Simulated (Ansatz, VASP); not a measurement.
**PbSe: VASP beside Ansatz**

```
Pb Se
1.0
     5.35150    0.00000    0.00000
     0.00000    5.35150    0.00000
     0.00000    0.00000    4.22335
Pb Se
2 2
Direct
  0.50000 0.00000 0.68224
  0.00000 0.50000 0.31776
  0.00000 0.00000 0.00000
  0.50000 0.50000 0.00000
```

Change from the starting cell: ordered vacancies on the anion sites of fluorite (P4/nmm, No. 129).

Alike in both runs: functional PBE; k mesh 6 × 6 × 6; occupations gaussian, width 0.02 eV; no spin polarisation.

Ansatz relaxed the structure, and its values are those at the end. VASP's run is a single point on that final structure, the one shown.

|  | VASP | Ansatz |
| --- | --- | --- |
| version | VASP 6.6.1 | Ansatz 0.2.0 |
| potentials or method | VASP PAW PBE potentials, release 64 (Pb_d, Se), cutoff 520 eV | scalar-relativistic, plane waves, PAW |
| valence electrons in the cell | 40 | 60 |

VASP gave:

```
gap on the k mesh at the Fermi level (eV) : 0.47
least direct gap on the mesh (eV)         : 0.86
pressure (GPa)                            : 0.0
```

What did Ansatz give for the same quantities?

gap on the k mesh at the Fermi level (eV): 0.48; least direct gap on the mesh (eV): 0.86; pressure (GPa): 0.0.

The functional is the same, so the differences come from potentials, cutoffs and numerics. VASP's potentials hold 40 valence electrons a cell and Ansatz's 60, so a difference there can come from the potentials and not from the codes.

Neither program's run includes spin-orbit coupling.
